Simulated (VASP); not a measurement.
Write the native input for VASP 6.6.1 that does the following.

| Property | Result |
| --- | --- |
| Task | single point |
| Functional | PBEsol |
| Potentials or basis | VASP PAW PBE potentials, release 64 (Li_sv, Pb_d) |
| Cutoff | 520 eV |
| k mesh | 6 × 6 × 6 |
| Occupations | methfessel-paxton, width 0.05 eV |
| Spin | no spin polarisation |
| Dipole correction | no |
| Further INCAR settings | ALGO = Normal; EDIFF = 1e-06; NBANDS = 20 |

The structure of Li3Pb lies in POSCAR:

```
Li3Pb
1.0
    0.0000000000      3.3435000000      3.3435000000
    3.3435000000      0.0000000000      3.3435000000
    3.3435000000      3.3435000000      0.0000000000
Li Pb
3 1
Direct
    0.5000000000      0.5000000000      0.5000000000
    0.2500000000      0.2500000000      0.2500000000
    0.7500000000      0.7500000000      0.7500000000
    0.0000000000      0.0000000000      0.0000000000
```

The input as run:

INCAR

```
PREC = Accurate
ENCUT = 520
EDIFF = 1E-6
ISMEAR = 1
SIGMA = 0.05
LREAL = F
LASPH = T
NELM = 100
ALGO = Normal
ISIF = 2
LWAVE = F
LCHARG = T
GGA = PS
LELF = T
LVHAR = T
NBANDS = 20
```

KPOINTS

```
regular mesh
0
Gamma
  6 6 6
```

Potentials or basis: VASP PAW PBE potentials, release 64 (Li_sv, Pb_d).

Command:

```sh
$ cat potpaw_PBE.64/Li_sv/POTCAR potpaw_PBE.64/Pb_d/POTCAR > POTCAR
$ mpirun -np 1 vasp_std > vasp.out
```

Wall time 11 s on 1 thread of Intel(R) Xeon(R) 6975P-C (Granite Rapids), on a shared host, peak memory 0.2 GiB.
